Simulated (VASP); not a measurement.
A run of VASP 6.6.1:

INCAR

```
SYSTEM = Zn
PREC = Accurate ; ENCUT = 520
EDIFF = 1E-6 ; ISMEAR = -1
SIGMA = 0.1 ; LREAL = .False.
LASPH = .True. ; NELM = 100
ALGO = Normal ; ISIF = 2
LWAVE = .False. ; LCHARG = .True.
GGA = CA ; LELF = .True.
LVHAR = .True. ; NBANDS = 19
```

KPOINTS

```
regular mesh
0
Gamma
  25 25 12
  0 0 0
```

Contents of POSCAR:

```
Zn
1.0
   -1.9073169702      1.5963266044      1.2802770046
    1.5963266044     -1.9073169702      1.2802770046
    3.2340680636      3.2340680636     -1.8498564291
Zn
2
Direct
    0.9505988317      0.0494011683      1.0000000000
    0.7994011683      0.2005988317      0.5000000000
```

Potentials or basis: VASP PAW LDA potentials, release 64 (Zn).

Launch:

```console
$ cat potpaw_LDA.64/Zn/POTCAR > POTCAR
$ mpirun -np 1 vasp_std > vasp.out
```

Hardware: 1 thread of Oxide Virtual Turin-like Processor (shared host).

How long does it take, and how much memory?

Wall time 17 min on 1 thread of Oxide Virtual Turin-like Processor (shared host), peak memory 0.79 GiB. Counts: scf iterations 11, k points 1963.
